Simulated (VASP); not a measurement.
Write the native input for VASP 6.6.1 that does the following.

```
Task                   : single point
Functional             : PBE
Potentials or basis    : VASP PAW PBE potentials, release 64 (Ag, I)
Cutoff                 : 500 eV
k mesh                 : 8 × 8 × 8
Occupations            : gaussian, width 0.02 eV
Spin                   : no spin polarisation
Dipole correction      : no
Further INCAR settings : ALGO = Normal; EDIFF = 1e-06; NBANDS = 16
```

The structure of AgI lies in POSCAR:

```
AgI
1.0
    0.0000000000      3.4225611762      3.4225611762
    3.4225611762      0.0000000000      3.4225611762
    3.4225611762      3.4225611762      0.0000000000
Ag I
1 1
Direct
    0.0000000000      0.0000000000      0.0000000000
    0.2500000000      0.2500000000      0.2500000000
```

These files were run (other wordings do the same):

INCAR

```
PREC = Accurate
ENCUT = 500
EDIFF = 1E-6
ISMEAR = 0
SIGMA = 0.02
LREAL = False
LASPH = True
NELM = 120
ALGO = Normal
ISIF = 2
LWAVE = False
LCHARG = False
GGA = PE
NBANDS = 16
GGA_COMPAT = False
```

KPOINTS

```
Automatic mesh
0
Gamma
  8 8 8
```

Potentials or basis: VASP PAW PBE potentials, release 64 (Ag, I).

Command:

```bash
$ cat potpaw_PBE.64/Ag/POTCAR potpaw_PBE.64/I/POTCAR > POTCAR
$ mpirun -np 1 vasp_std > vasp.out
```

Results of the run:

```
Pressure               : -2.0 GPa
Band gap on the k mesh : 1.36 eV
```

Caveat: spin-orbit coupling is left out, which moves the levels of the heavy elements.

It took 13 s on 1 thread of Intel(R) Xeon(R) 6975P-C (Granite Rapids), with other jobs on the host, peak memory 0.21 GiB.
